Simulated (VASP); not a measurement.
# CaO in VASP: further runs

CaO is run at these levels: PBE, r2SCAN; tasks: single point.

Everything below comes from runs of VASP 6.6.1. Logs are shortened: lines on timing, memory, paths and dates and some standing lists are left out, and cuts for length are marked.

## 1. The cell of the first run

The structure is tetragonal, space group I4/mmm (No. 139). Conventional cell: a = 3.193 Å, b = 3.193 Å, c = 4.795 Å, α = 90.00°, β = 90.00°, γ = 90.00°. Ca (site symmetry 4/mmm) has 6 O at 2.26 to 2.40 Å within 3.0 Å. O (site symmetry 4/mmm) has 6 Ca at 2.26 to 2.40 Å within 3.0 Å.

## 2. Single point, PBE (biaxial xy strain -5.8%)

The input, INCAR:

```
SYSTEM = CaO
  PREC = Accurate
  ENCUT = 520
  EDIFF = 1E-7
  ISMEAR = -1
  SIGMA = 0.02
  LREAL = .False.
  LASPH = .True.
  NELM = 100
  ALGO = Normal
  ISIF = 2
  LWAVE = .False.
  LCHARG = .False.
  GGA = PE
  NBANDS = 15
```

The input, KPOINTS:

```
Automatic mesh
0
Gamma
  10 10 10
  0 0 0
```

The input, POSCAR:

```
CaO
1.0
    0.0000000000      2.2580126938      2.3975501103
    2.2580126938      0.0000000000      2.3975501103
    2.2580126938      2.2580126938      0.0000000000
Ca O
1 1
Direct
    0.0000000000      0.0000000000      0.0000000000
    0.5000000000      0.5000000000      0.5000000000
```

Potentials or basis: VASP PAW PBE potentials, release 64 (Ca_sv, O).

Launch:

```sh
cat potpaw_PBE.64/Ca_sv/POTCAR potpaw_PBE.64/O/POTCAR > POTCAR
mpirun -np 1 vasp_std > vasp.out
```

OUTCAR:

```text
SYSTEM = CaO
   PREC = Accurate
   ENCUT = 520
   EDIFF = 1E-7
   ISMEAR = -1
   LREAL = .False.
   LASPH = .True.
   NELM = 100
   ISIF = 2
   GGA = PE

 ion  position               nearest neighbor table
   1  0.000  0.000  0.000-   2 2.26   2 2.26   2 2.26   2 2.26   2 2.40   2 2.40
   2  0.500  0.500  0.500-   1 2.26   1 2.26   1 2.26   1 2.26   1 2.40   1 2.40

  LATTYP: Found a body centered tetragonal cell.
 ALAT       =     3.1933121756
 C/A-ratio  =     1.5016070954

  Lattice vectors:

 A1 = (  -2.2580126938,   0.0000000000,   2.3975501103)
 A2 = (   2.2580126938,   0.0000000000,   2.3975501103)
 A3 = (   0.0000000000,   2.2580126938,  -2.3975501103)

Analysis of symmetry for initial positions (statically):
=====================================================================
 Subroutine PRICEL returns:
 Original cell was already a primitive cell.

 Routine SETGRP: Setting up the symmetry group for a
 body centered tetragonal supercell.

 Subroutine GETGRP returns: Found 16 space group operations
 (whereof 16 operations were pure point group operations)
 out of a pool of 16 trial point group operations.

The static configuration has the point symmetry D_4h.

Analysis of symmetry for dynamics (positions and initial velocities):
=====================================================================
 Subroutine PRICEL returns:
 Original cell was already a primitive cell.

 Routine SETGRP: Setting up the symmetry group for a
 body centered tetragonal supercell.

 Subroutine GETGRP returns: Found 16 space group operations
 (whereof 16 operations were pure point group operations)
 out of a pool of 16 trial point group operations.

The dynamic configuration has the point symmetry D_4h.

 Subroutine INISYM returns: Found 16 space group operations
 (whereof 16 operations are pure point group operations),
 and found     1 'primitive' translations

----------------------------------------------------------------------------------------

                                     Primitive cell

  volume of cell :      24.4484

  direct lattice vectors                    reciprocal lattice vectors
     0.000000000  2.258012694  2.397550110    -0.221433653  0.221433653  0.208546215
     2.258012694  0.000000000  2.397550110     0.221433653 -0.221433653  0.208546215
     2.258012694  2.258012694  0.000000000     0.221433653  0.221433653 -0.208546215

  length of vectors
     3.293458343  3.293458343  3.193312176     0.376240946  0.376240946  0.376240946

  position of ions in fractional coordinates (direct lattice)
     0.000000000  0.000000000  0.000000000
     0.500000000  0.500000000  0.500000000

  ion indices of the primitive-cell ions
   primitive index   ion index
                 1           1
                 2           2

----------------------------------------------------------------------------------------

 KPOINTS: Automatic mesh

Automatic generation of k-mesh.
 Grid dimensions read from file:
 generate k-points for:   10   10   10

 Generating k-lattice:

  Cartesian coordinates                     Fractional coordinates (reciprocal lattice)
    -0.022143365  0.022143365  0.020854621     0.100000000  0.000000000  0.000000000
     0.022143365 -0.022143365  0.020854621     0.000000000  0.100000000  0.000000000
     0.022143365  0.022143365 -0.020854621     0.000000000  0.000000000  0.100000000

  Length of vectors
     0.037624095  0.037624095  0.037624095

  Shift w.r.t. Gamma in fractional coordinates (k-lattice)
     0.000000000  0.000000000  0.000000000

 Subroutine IBZKPT returns following result:
 ===========================================

 Found    102 irreducible k-points:

 Following reciprocal coordinates:
            Coordinates               Weight
  0.000000  0.000000  0.000000      1.000000
  0.100000  0.000000  0.000000      8.000000
  0.200000  0.000000  0.000000      8.000000
  0.300000  0.000000  0.000000      8.000000
  0.400000 -0.000000  0.000000      8.000000
  0.500000 -0.000000  0.000000      4.000000
[... 16 lines left out ...]
  0.300000  0.300000  0.000000      2.000000
  0.400000  0.300000  0.000000      8.000000
 [... further k-points ...]
   k-points           NKPTS =    102   k-points in BZ     NKDIM =    102   number of bands    NBANDS=     15
   number of dos      NEDOS =    301   number of ions     NIONS =      2
   total plane-waves  NPLWV =  13824
   dimension x,y,z NGX =    24 NGY =   24 NGZ =   24
   dimension x,y,z NGXF=    48 NGYF=   48 NGZF=   48
   ions per type =               1   1
   NGX,Y,Z   is equivalent  to a cutoff of  12.11, 12.11, 12.49 a.u.
   NGXF,Y,Z  is equivalent  to a cutoff of  24.23, 24.23, 24.99 a.u.
 SYSTEM =  CaO
   PREC   = accura    normal or accurate (medium, high low for compatibility)
   ISTART =      0    job   : 0-new  1-cont  2-samecut
   ICHARG =      2    charge: 1-file 2-atom 10-const
   ISPIN  =      1    spin polarized calculation?
   LNONCOLLINEAR =      F non collinear calculations
   LSORBIT =      F    spin-orbit coupling
   LASPH  =      T    aspherical Exc in radial PAW
   ENCUT  =  520.0 eV  38.22 Ry    6.18 a.u.   6.12  6.12  5.94*2*pi/ulx,y,z
   NELM   =    100;   NELMIN=  2; NELMDL= -5     # of ELM steps
   EDIFF  = 0.1E-06   stopping-criterion for ELM
   LREAL  =      F    real-space projection
   EDIFFG = 0.1E-05   stopping-criterion for IOM
   NSW    =      0    number of steps for IOM
   IBRION =     -1    ionic relax: 0-MD 1-quasi-New 2-CG
   NFREE  =      0    steps in history (QN), initial steepest desc. (CG)
   ISIF   =      2    stress and relaxation
   ISYM   =      2    0-nonsym 1-usesym 2-fastsym
   POTIM  = 0.5000    time-step for ionic-motion
   TEBEG  =    0.0;   TEEND  =   0.0 temperature during run
   PSTRESS=    0.0 pullay stress
   NELECT =      16.0000    total number of electrons
   NUPDOWN=      -1.0000    fix difference up-down
   EMIN   =  10.00;   EMAX   =-10.00  energy-range for DOS
   EFERMI =   0.00;   METHOD = LEGACY
   ISMEAR =    -1;   SIGMA  =   0.02  broadening in eV -4-tet -1-fermi 0-gaus
   EFERMI_NEDOS =   21; number of points for ismear=-14 and -15
   IALGO  =     38    algorithm
   IMIX   =      4    mixing-type and parameters
     AMIX     =   0.40;   BMIX     =  1.00
     AMIX_MAG =   1.60;   BMIX_MAG =  1.00
  volume/ion in A,a.u.               =      12.22        82.49
  Fermi-wavevector in a.u.,A,eV,Ry     =   1.421340  2.685943 27.486594  2.020208
  Thomas-Fermi vector in A             =   2.542160
   LORBIT       =      0    0 simple, 1 ext, 2 COOP (PROOUT), +10 PAW based schemes
   GGA     = PE    functional components
   LHFCALC =     F    Hartree Fock is set to
   AEXX    =    0.0000 exact exchange contribution
   IVDW    =     0    specifies the selected vdW correction
   LEPSILON=     F    determine dielectric tensor
   LRPA    =     F    only Hartree local field effects (RPA)
 non-spin polarized calculation
  energy-cutoff  :      520.00
  volume of cell :       24.45
 maximum number of plane-waves:       668
   NGX = 13   NGY = 13   NGZ = 11

 number of electron      16.0000005 magnetization

 Free energy of the ion-electron system (eV)
  ---------------------------------------------------
  ext. energy  EPLUGINS =         0.00000000
  ---------------------------------------------------
  free energy    TOTEN  =       -12.51939547 eV

  energy without entropy =      -12.51939547  energy(sigma->0) =      -12.51939547

 E-fermi :   3.5623     XC(G=0): -11.1045

 val. band max:        3.2053064094   @ k =   0.0000   0.0000   0.0000
 cond. band min:       6.6369804142   @ k =   0.5000   0.0000   0.5000
 fundamental gap:      3.4316740048
 Fermi energy:         3.5622983549

 k-point     1 :       0.0000    0.0000    0.0000
  band No.  band energies     occupation
      1     -34.0121      2.00000
      2     -14.6794      2.00000
      3     -14.6465      2.00000
      4     -14.6465      2.00000
      5     -12.6616      2.00000
      6       2.9863      2.00000
      7       3.2053      2.00000
      8       3.2053      2.00000
      9       8.7194      0.00000
     10       9.3416      0.00000
     11       9.8232      0.00000
     12       9.8233      0.00000
     13      11.3397      0.00000
     14      11.6936      0.00000
     15      19.0341      0.00000

 k-point     2 :       0.1000    0.0000    0.0000
  band No.  band energies     occupation
      1     -33.9949      2.00000
      2     -14.9434      2.00000
      3     -14.6832      2.00000
      4     -14.6488      2.00000
      5     -12.3709      2.00000
      6       2.6997      2.00000
      7       2.9337      2.00000
      8       3.0184      2.00000
      9       9.1723      0.00000
     10       9.4896      0.00000
     11       9.8689      0.00000
     12      10.0074      0.00000
     13      11.6416      0.00000
     14      12.0070      0.00000
     15      19.5263      0.00000

 k-point     3 :       0.2000    0.0000    0.0000
  band No.  band energies     occupation
      1     -33.9497      2.00000
      2     -15.4978      2.00000
      3     -14.7147      2.00000
      4     -14.6544      2.00000
      5     -11.8086      2.00000
      6       1.8871      2.00000
      7       2.4902      2.00000
      8       2.5761      2.00000
      9       9.6420      0.00000
     10      10.2755      0.00000
     11      10.3337      0.00000
     12      10.5187      0.00000
     13      12.4103      0.00000
     14      12.8073      0.00000
     15      20.3558      0.00000

 k-point     4 :       0.3000    0.0000    0.0000
  band No.  band energies     occupation
      1     -33.8931      2.00000
      2     -16.0140      2.00000
      3     -14.7527      2.00000
      4     -14.6611      2.00000
      5     -11.2795      2.00000
      6       1.0203      2.00000
      7       2.0476      2.00000
      8       2.0987      2.00000
      9       9.9709      0.00000
     10      11.1415      0.00000
     11      11.2290      0.00000
     12      11.4759      0.00000
     13      13.3247      0.00000
     14      13.7990      0.00000
     15      20.1277      0.00000
[... 307 lines left out ...]
 k-point    22 :      -0.2000    0.2000    0.0000
  band No.  band energies     occupation
      1     -33.8702      2.00000
      2     -16.0656      2.00000
      3     -14.9290      2.00000
      4     -14.6362      2.00000
      5     -11.1519      2.00000
      6       0.9354      2.00000
      7       1.8422      2.00000
      8       2.2277      2.00000
      9       9.7532      0.00000
     10      10.6912      0.00000
     11      11.1005      0.00000
     12      11.9749      0.00000
     13      14.2356      0.00000
     14      14.4833      0.00000
     15      20.1339      0.00000

 k-point    23 :       0.3000    0.3000    0.0000
  band No.  band energies     occupation
      1     -33.8771      2.00000
      2     -15.5286      2.00000
      3     -14.8358      2.00000
      4     -14.8358      2.00000
      5     -12.0812      2.00000
      6       1.2177      2.00000
      7       2.9397      2.00000
      8       2.9397      2.00000
      9       7.5153      0.00000
     10      11.5881      0.00000
     11      12.3200      0.00000
     12      12.3200      0.00000
     13      12.3716      0.00000
     14      13.9305      0.00000
     15      21.8356      0.00000

 k-point    24 :       0.4000    0.3000    0.0000
  band No.  band energies     occupation
      1     -33.8437      2.00000
      2     -15.6327      2.00000
      3     -14.9501      2.00000
      4     -14.8602      2.00000
      5     -12.0241      2.00000
      6       1.2785      2.00000
      7       2.6664      2.00000
      8       2.7828      2.00000
      9       7.5558      0.00000
     10      12.0412      0.00000
     11      12.6574      0.00000
     12      12.7338      0.00000
     13      12.8486      0.00000
     14      14.5774      0.00000
     15      20.1824      0.00000

 [... further k-points ...]
[... 5 lines left out ...]
  --------------------------------------------------------------------------------------
  -------------------------------------------------------------------------------------
  Total        4.3485280      4.3485280      1.7115702      0.0000000      0.0000000      0.0000000
  in kB      284.9721451    284.9721451    112.1643538      0.0000000      0.0000000      0.0000000
  external PRESSURE =     227.3695480 kB  Pullay stress =       0.0000000 kB

 VOLUME and BASIS-vectors are now :
 -----------------------------------------------------------------------------
  energy-cutoff  :      520.00
  volume of cell :       24.45
      direct lattice vectors                 reciprocal lattice vectors
     0.000000000  2.258012694  2.397550110    -0.221433653  0.221433653  0.208546215
     2.258012694  0.000000000  2.397550110     0.221433653 -0.221433653  0.208546215
     2.258012694  2.258012694  0.000000000     0.221433653  0.221433653 -0.208546215

 POSITION                                       TOTAL-FORCE (eV/Angst)
 -----------------------------------------------------------------------------------
      0.00000      0.00000      0.00000        -0.000000      0.000000      0.000000
      2.25801      2.25801      2.39755         0.000000     -0.000000      0.000000
 -----------------------------------------------------------------------------------
    total drift:                                0.000000     -0.000000     -0.000000

  FREE ENERGIE OF THE ION-ELECTRON SYSTEM (eV)
  ---------------------------------------------------
  free  energy   TOTEN  =       -12.5193954678 eV

  energy  without entropy=      -12.5193954678  energy(sigma->0) =      -12.51939547
```

Run time: 11 s. Hardware: 1 thread of Intel Xeon 6975P-C (Granite Rapids), shared host; peak memory 0.16 GiB.

Results:

| Item | Value |
| --- | --- |
| Free energy | -12.5194 eV |
| Pressure | 22.7 GPa |
| Band gap on the k mesh | 3.43 eV (least direct gap 3.78 eV) |

Caveat: the cell differs from its parent crystal (biaxial xy strain -5.8%); the stress differs along the axes, from 11 to 28 GPa.

## 3. Single point, PBE (strain along [111] +0.4%)

The input, INCAR:

```
PREC = Accurate
ENCUT = 520
EDIFF = 1E-7
ISMEAR = -1
SIGMA = 0.02
LREAL = F
LASPH = T
NELM = 80
ALGO = Normal
ISIF = 2
LWAVE = F
LCHARG = F
GGA = PE
NBANDS = 15
```

The input, KPOINTS:

```
regular mesh
0
Gamma
  10 10 10
```

The input, POSCAR:

```
CaO
1.0
    0.0059139569      2.4034640672      2.4034640672
    2.4034640672      0.0059139569      2.4034640672
    2.4034640672      2.4034640672      0.0059139569
Ca O
1 1
Direct
    0.0000000000      0.0000000000      0.0000000000
    0.5000000000      0.5000000000      0.5000000000
```

Potentials or basis: VASP PAW PBE potentials, release 64 (Ca_sv, O).

Launch:

```sh
cat potpaw_PBE.64/Ca_sv/POTCAR potpaw_PBE.64/O/POTCAR > POTCAR
mpirun -np 1 vasp_std > vasp.out
```

Run time: 23 s. Hardware: 1 thread of Intel Xeon 6975P-C (Granite Rapids), shared host; peak memory 0.19 GiB.

It converged, with:

```yaml
Free_energy: -12.7995 eV
Pressure: 2.6 GPa
Band_gap_on_the_k_mesh: 3.63 eV (least direct gap 4.00 eV)
```

Stress tensor (GPa, compression positive):
```
 2.64 -0.19 -0.19
-0.19  2.64 -0.19
-0.19 -0.19  2.64
```

Levels at points of the mesh, in eV from the valence-band top:
```tsv
k point	band 5	band 6	band 7	band 8	band 9	band 10	band 11	band 12
(0.00, 0.00, 0.00)	-15.54	-0.01	0.00	0.00	4.74	6.21	6.24	6.24
(0.50, 0.00, 0.00)	-14.33	-2.65	-1.23	-1.21	7.06	8.36	8.39	8.53
(0.50, 0.50, 0.00)	-15.30	-1.30	-0.38	-0.37	3.63	8.06	8.91	9.55
(0.50, 0.50, 0.50)	-14.33	-2.65	-1.20	-1.20	7.05	8.36	8.36	8.53
```

Caveat: the cell differs from its parent crystal (strain along [111] +0.4%). A k mesh can miss the band edges.

(Part 1 of 3 ends here.)
